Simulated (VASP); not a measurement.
Write the native input for VASP 6.6.1 that does the following.

| Quantity | Value |
| --- | --- |
| Task | single point |
| Functional | PBE |
| Potentials or basis | VASP PAW PBE potentials, release 64 (Ga_d, Ir) |
| Cutoff | 520 eV |
| k mesh | 4 × 4 × 4 |
| Occupations | gaussian, width 0.1 eV |
| Spin | no spin polarisation |
| Dipole correction | no |
| Further INCAR settings | ALGO = Normal; EDIFF = 1e-06; NBANDS = 38 |

The structure of Ga4Ir lies in POSCAR:

```
Ga4Ir
1.0
   -2.7661152600      2.7661152600      2.7661152600
    2.7661152600     -2.7661152600      2.7661152600
    2.7661152600      2.7661152600     -2.7661152600
Ga Ir
4 1
Direct
    0.0000000000      0.0000000000      0.5000000000
    0.5000000000      0.0000000000      0.0000000000
    0.5000000000      0.5000000000      0.5000000000
    0.0000000000      0.5000000000      0.0000000000
    0.0000000000      0.0000000000      0.0000000000
```

The cell was built from a structure type or drawn by symmetry, and may not be a known phase.

One way to write it, as run:

INCAR

```
SYSTEM = Ga4Ir
ALGO = Normal
EDIFF = 1E-6
ENCUT = 520
GGA = PE
ISIF = 2
ISMEAR = 0
LASPH = .TRUE.
LCHARG = .FALSE.
LREAL = .FALSE.
LWAVE = .FALSE.
NBANDS = 38
NELM = 100
PREC = Accurate
SIGMA = 0.1
```

KPOINTS

```
k-points
0
G
  4 4 4
  0 0 0
```

Potentials or basis: VASP PAW PBE potentials, release 64 (Ga_d, Ir).

Command:

```console
$ cat potpaw_PBE.64/Ga_d/POTCAR potpaw_PBE.64/Ir/POTCAR > POTCAR
$ mpirun -np 1 vasp_std > vasp.out
```

Results of the run:

The pressure is 17.7 GPa. The band gap on the k mesh is zero (an odd number of electrons rules out a gap without spin polarisation).

Caveat: the k points lie up to 0.40 Å⁻¹ apart, too coarse for converged energies and pressures of a metal; spin-orbit coupling is left out, which moves the levels of the heavy elements.

Wall time 15 s on 1 thread of Intel(R) Xeon(R) 6975P-C (Granite Rapids) (shared host), peak memory 0.21 GiB.
